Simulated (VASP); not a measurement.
Wanted: the native input for a VASP 6.6.1 run.

| Item | Value |
| --- | --- |
| Task | single point |
| Functional | PBE |
| Dispersion | D3(BJ) |
| Potentials or basis | VASP PAW PBE potentials, release 64 (Ta_pv, F, Cu) |
| Cutoff | 520 eV |
| k mesh | 8 × 8 × 8 |
| Occupations | gaussian, width 0.1 eV |
| Spin | collinear spin |
| Starting moments | [0.87, 0.0, 0.0, 0.0, 0.21] μB |
| Dipole correction | no |
| Further INCAR settings | ALGO = Normal; EDIFF = 1e-07; NBANDS = 34 |

The structure of TaCuF3 lies in POSCAR:

```
TaCuF3
1.0
    4.1793439313      0.0000000000      0.0000000000
    0.0000000000      4.1793439313      0.0000000000
    0.0000000000      0.0000000000      4.1793439313
Ta F Cu
1 3 1
Direct
    0.0000000000      0.0000000000      0.0000000000
    0.5000000000      1.0000000000      1.0000000000
    1.0000000000      0.5000000000      1.0000000000
    1.0000000000      0.0000000000      0.5000000000
    0.5000000000      0.5000000000      0.5000000000
```

One way to write it, as run:

INCAR

```
ALGO     = Normal         # electronic algorithm
EDIFF    = 1E-7           # SCF threshold, eV
ENCUT    = 520            # plane-wave cutoff, eV
GGA      = PE             # functional
ISIF     = 2              # what is computed and relaxed
ISMEAR   = 0              # smearing method
ISPIN    = 2              # spin polarisation
IVDW     = 12             # dispersion correction
LASPH    = T              # aspherical terms in the spheres
LCHARG   = T              # write CHGCAR
LELF     = T              # ELF
LMAXMIX  = 4              # l up to which the mixer works
LORBIT   = 11             # projections on sites
LREAL    = F              # projectors in reciprocal space
LVHAR    = T            
LWAVE    = F              # write WAVECAR
MAGMOM   = 0.87 0 0 0 0.21 # initial moments
NBANDS   = 34             # bands
NELM     = 150            # most SCF steps
PREC     = Accurate       # precision mode
SIGMA    = 0.1            # smearing width, eV
```

KPOINTS

```
k-points
0
Gamma
  8 8 8
```

Potentials or basis: VASP PAW PBE potentials, release 64 (Ta_pv, F, Cu).

The run is started by

```console
$ cat potpaw_PBE.64/Ta_pv/POTCAR potpaw_PBE.64/F/POTCAR potpaw_PBE.64/Cu/POTCAR > POTCAR
$ mpirun -np 1 vasp_std > vasp.out
```

Results of the run:

- Pressure: 0.1 GPa
- Net moment: 2.01 μB per cell
- Site moments: Ta +1.35; F +0.04; Cu +0.09 μB
- Valence electrons inside the program's atomic spheres: Ta 8.55; F 6.10; Cu 9.81
- Dispersion energy per atom: -0.178 eV

Caveat: a cell with one magnetic atom can't hold antiferromagnetic order, which such compounds often take.

Run time: 79 s on 1 thread of Intel(R) Xeon(R) 6975P-C (Granite Rapids), with other jobs on the host, peak memory 0.29 GiB.
